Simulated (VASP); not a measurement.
**Se: single point with PBEsol**

The system is Se.

```xyz
6
Lattice="5.7048 3.3157 1.5211 -5.6572 3.2589 1.4643 -0.0254 -6.5525 1.4435" Properties=species:S:1:pos:R:3 pbc="T T T"
Se    0.6584   -4.5562    1.9903
Se    3.6461    2.8942    2.0422
Se   -4.2744    1.6921    1.9969
Se   -0.6363    4.5783    2.4387
Se   -3.6240   -2.8721    2.3867
Se    4.2965   -1.6699    2.4321
```

This cell differs from its parent crystal: equal xy, yz and zx shear strains of +1 %.

```
Program                : VASP 6.6.1
Task                   : single point
Functional             : PBEsol
Potentials or basis    : VASP PAW PBE potentials, release 64 (Se)
Cutoff                 : 520 eV
k mesh                 : 6 × 6 × 6
Occupations            : fermi-dirac, width 0.01 eV
Spin                   : no spin polarisation
Dipole correction      : no
Further INCAR settings : ALGO = Normal; EDIFF = 1e-06; NBANDS = 27
```

```json
{
 "Pressure": "0.3 GPa",
 "Largest force": "0.471 eV/Å",
 "Band gap on the k mesh": "1.09 eV (least direct gap 1.33 eV)"
}
```

Forces on the atoms (eV/Å):
```
Se  -0.012  0.294  0.182
Se  -0.397 -0.002  0.254
Se   0.070 -0.363  0.187
Se   0.012 -0.294 -0.182
Se   0.397  0.002 -0.254
Se  -0.070  0.363 -0.187
```

Stress tensor (GPa, compression positive):
```
-0.01 -0.37 -0.44
-0.37  0.56 -0.15
-0.44 -0.15  0.39
```

Levels at points of the mesh, in eV from the valence-band top:
```tsv
k point	band 15	band 16	band 17	band 18	band 19	band 20	band 21	band 22
(0.00, 0.00, 0.00)	-0.83	-0.80	-0.72	-0.68	1.62	1.77	2.50	2.71
(0.50, 0.00, 0.00)	-1.35	-0.95	-0.37	-0.33	1.68	1.82	2.59	3.02
(0.00, 0.50, 0.00)	-1.32	-0.94	-0.39	-0.35	1.53	1.80	2.59	2.93
(0.50, 0.50, 0.00)	-1.46	-1.19	-0.90	-0.41	1.42	1.68	2.15	2.93
(0.00, 0.00, 0.50)	-1.34	-0.94	-0.42	-0.39	1.70	1.81	2.48	2.99
(0.50, 0.00, 0.50)	-1.46	-1.22	-0.90	-0.38	1.38	1.71	2.27	2.98
(0.00, 0.50, 0.50)	-1.45	-1.17	-0.96	-0.38	1.38	1.60	2.26	2.92
(0.50, 0.50, 0.50)	-1.56	-1.36	-1.30	0.00	1.33	1.41	1.81	3.50
```

Run time: 8.1 min on 1 thread of Intel(R) Xeon(R) Platinum 8259CL CPU @ 2.50GHz (Skylake/Cascade Lake), with other jobs on the host, peak memory 0.56 GiB.

Caveat: the cell differs from its parent crystal (equal xy, yz and zx shear strains of +1 %); this functional lacks dispersion, which holds the molecules together, so the pressure and a relaxed volume are unreliable; the PAW data sets were made with another functional, which shifts forces and pressure a little. A k mesh can miss the band edges.
